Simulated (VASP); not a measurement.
Runs of VASP 6.6.1 on Re. The structure is that of space group Im-3m (No. 229), or close to it. The cells are those of the table. This isn't the form of Re at room conditions, which is hcp.

```tsv
task	spin	cell	k mesh	gap on the mesh (eV)	pressure (GPa)
single point	off	a = 2.681 Å, angles 109.5°, 1 atom	14 × 14 × 14	none	0.3
single point	off	a = 2.681 Å, angles 109.5°, 1 atom	16 × 16 × 16	none	0.5
single point	off	a = 2.716 Å, angles 109.5°, 1 atom	16 × 16 × 16	none	-13.3
single point	off	a = 2.784 Å, angles 109.5°, 1 atom	16 × 16 × 16	none	(c)
single point	off	a = 2.608 Å, angles 109.5°, 1 atom	16 × 16 × 16	none	(b)
relaxation of cell and atoms	off	relaxed from a = 2.674 Å, angles 109.5°, 1 atom	14 × 14 × 14	none	0.0
single point	off	a = 2.569 Å, angles 109.5°, 1 atom	16 × 16 × 16	none	66.2
single point	off	a = 2.751 Å, angles 109.5°, 1 atom	16 × 16 × 16	none	-24.5
single point	off	a = 2.681 Å, angles 109.5°, 1 atom	23 × 23 × 23	none	0.4
single point	non-collinear, zero start, SOC	a = 2.681 Å, angles 109.5°, 1 atom	14 × 14 × 14	-	0.8
single point	off	a = 2.645 Å, angles 109.5°, 1 atom	16 × 16 × 16	none	(a)
```

Alike in all rows: level r2SCAN; potentials or basis VASP PAW PBE potentials, release 64 (Re); cutoff (eV) 660; smearing fermi-dirac 0.1 eV.

Question: Estimate the missing entries.

Answer: (a) 17.8; (b) 39.4; (c) -33.3.

Caveats: the PAW data sets were made with another functional, which shifts forces and pressure a little; spin-orbit coupling is left out, which moves the levels of the heavy elements (at least some runs); the cell stands under tension (at least some runs); the cell stands under pressure (at least some runs).

A k mesh can miss the band edges, and rows without SOC leave out spin-orbit coupling on Re.

A gap of «none» marks levels without a gap at the run's occupations.
